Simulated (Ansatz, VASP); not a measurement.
# Mn in VASP and in Ansatz

Contents of INCAR:

```
ALGO = Normal
EDIFF = 1E-7
ENCUT = 520
GGA = PE
ISIF = 2
ISMEAR = -1
ISPIN = 2
LASPH = T
LCHARG = F
LMAXMIX = 4
LORBIT = 11
LREAL = F
LWAVE = F
MAGMOM = 1.28 1.28
NBANDS = 24
NELM = 150
PREC = Accurate
SIGMA = 0.051703999572871064
```

Contents of KPOINTS:

```
k-points
0
Gamma
  6 6 6
```

The input POSCAR:

```
Mn
1.0
   -2.2001468975      2.2001468975      1.2332440300
    2.2001468975     -2.2001468975      1.2332440300
    2.2001468975      2.2001468975     -1.2332440300
Mn
2
Direct
    0.7500000000      0.2500000000      0.5000000000
    0.0000000000      0.0000000000      0.0000000000
```

Input for Ansatz:

```yaml
crystal:
  lattice:
    - [-2.2001468975, 2.2001468975, 1.23324403]
    - [2.2001468975, -2.2001468975, 1.23324403]
    - [2.2001468975, 2.2001468975, -1.23324403]
  atoms:
    - { symbol: Mn, position: [0.75, 0.25, 0.5], spin: 1.28 }
    - { symbol: Mn, position: [0.0, 0.0, 0.0], spin: 1.28 }
basis:
  ecutwfc: 420
kpoints:
  mp_grid: { grid: [6, 6, 6] }
hamiltonian:
  xc: pbe
scf:
  occupations: { method: fermi_dirac, width: "600 K" }
  lower_state_search: "off"
output:
  forces: true
  stress: true
  eigenvalues: true
  populations: true
magnetization:
  spin_polarized: true
```

Alike in both runs: task single point; functional PBE; k mesh 6 × 6 × 6; collinear spin.

|  | VASP | Ansatz |
| --- | --- | --- |
| version | VASP 6.6.1 | Ansatz 0.2.0 |
| potentials or method | VASP PAW PBE potentials, release 64 (Mn_pv), cutoff 520 eV | scalar-relativistic, plane waves, PAW |
| occupations | fermi-dirac, width 0.051704 eV | fermi-dirac |
| valence electrons in the cell | 26 | 30 |

|  | VASP | Ansatz | Ansatz less VASP |
| --- | --- | --- | --- |
| gap on the k mesh at the Fermi level (eV) | none | none | - |
| pressure (GPa) | 0.9 | 0.5 | -0.43 |
| traceless stress, the component that is largest in VASP (GPa) | 2.71 | 3.04 | +0.324 |
| net moment per atom (μB) | 1.23 | 1.20 | -0.031 |
| size of the moment on the site where the two differ most (μB) | 1.22 | 1.14 | -0.082 |

Site moments also hang on the region over which each program counts them. A gap of «none» marks a metal or a gap that the smearing closes. VASP's potentials hold 26 valence electrons a cell and Ansatz's 30, so a difference there can come from the potentials and not from the codes.

The k mesh is coarse, so the values compare programs but aren't converged.
